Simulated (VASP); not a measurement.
Runs of VASP 6.6.1 on Hf. The structure is that of space group Fm-3m (No. 225), or close to it. The cells are those of the table. 

| cell | gap on the mesh (eV) | pressure (GPa) |
| --- | --- | --- |
| a = 2.952, b = 2.952, c = 2.888 Å, angles 60.7, 60.7, 58.6°, 1 atom | none | 35.3 |
| a = 3.268, b = 3.268, c = 3.140 Å, angles 61.3, 61.3, 57.4°, 1 atom | none | -4.8 |
| a = 3.391 Å, angles 60.0°, 1 atom | none | (b) |
| a = 2.888 Å, angles 60.0°, 1 atom | none | (a) |
| a = 3.017, b = 3.017, c = 2.888 Å, angles 61.4, 61.4, 57.2°, 1 atom | none | 27.1 |
| a = 3.077, b = 3.077, c = 3.014 Å, angles 60.7, 60.7, 58.6°, 1 atom | none | 13.2 |

Alike in all rows: task single point; level PBE; potentials or basis VASP PAW PBE potentials, release 64 (Hf_pv); no spin polarisation; k mesh 18 × 18 × 18; cutoff (eV) 520; smearing gaussian 0.15 eV.

**Question.** Estimate the missing entries.

**Answer.** (a) 45.0; (b) -14.9.

Caveats: spin-orbit coupling is left out, which moves the levels of the heavy elements.

A k mesh can miss the band edges, and the runs leave out spin-orbit coupling on Hf.

A gap of «none» marks levels without a gap at the run's occupations.
